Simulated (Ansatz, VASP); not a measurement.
PbS: VASP beside Ansatz

File INCAR:

```
ALGO     = Normal         # electronic algorithm
EDIFF    = 1E-6           # SCF threshold, eV
ENCUT    = 520            # plane-wave cutoff, eV
GGA      = PE             # functional
ISIF     = 2              # what is computed and relaxed
ISMEAR   = 0              # smearing method
IVDW     = 12             # dispersion correction
LASPH    = True           # aspherical terms in the spheres
LCHARG   = False          # write CHGCAR
LREAL    = False          # projectors in reciprocal space
LWAVE    = False          # write WAVECAR
NBANDS   = 17             # bands
NELM     = 100            # most SCF steps
PREC     = Accurate       # precision mode
SIGMA    = 0.03           # smearing width, eV
```

KPOINTS

```
k-points
0
Gamma
  10 10 10
```

The input POSCAR:

```
PbS
1.0
    0.0000000000      2.8167500000      3.0391250000
    2.8167500000      0.0000000000      3.0391250000
    2.8167500000      2.8167500000      0.0000000000
Pb S
1 1
Direct
    0.0000000000      0.0000000000      0.0000000000
    0.5000000000      0.5000000000      0.5000000000
```

Input for Ansatz:

```yaml
crystal:
  lattice:
    - [0.0, 2.81675, 3.039125]
    - [2.81675, 0.0, 3.039125]
    - [2.81675, 2.81675, 0.0]
  atoms:
    - { symbol: Pb, position: [0.0, 0.0, 0.0] }
    - { symbol: S, position: [0.5, 0.5, 0.5] }
basis:
  ecutwfc: 420
kpoints:
  mp_grid: { grid: [10, 10, 10] }
hamiltonian:
  xc: pbe
  dispersion: d3bj
scf:
  occupations: { method: gaussian, width: 0.03 }
output:
  forces: true
  stress: true
  eigenvalues: true
```

Change from the starting cell: strain -0.050 along x and y, +0.025 along z, atoms carried along.

Alike in both runs: task single point; functional PBE; dispersion D3(BJ); k mesh 10 × 10 × 10; occupations gaussian, width 0.03 eV; no spin polarisation.

|  | VASP | Ansatz |
| --- | --- | --- |
| version | VASP 6.6.1 | Ansatz 0.2.0 |
| potentials or method | VASP PAW PBE potentials, release 64 (Pb_d, S), cutoff 520 eV | scalar-relativistic, plane waves, PAW |
| valence electrons in the cell | 20 | 20 |

VASP gave:

| Item | Value |
| --- | --- |
| gap on the k mesh at the Fermi level (eV) | 0.13 |
| least direct gap on the mesh (eV) | 0.13 |
| pressure (GPa) | 6.3 |
| traceless stress, the component that is largest in VASP (GPa) | -8.23 |

Problem. Estimate Ansatz's values.

Solution. gap on the k mesh at the Fermi level (eV): 0.14; least direct gap on the mesh (eV): 0.14; pressure (GPa): 6.4; traceless stress, the component that is largest in VASP (GPa): -8.23.

Neither program's run includes spin-orbit coupling.
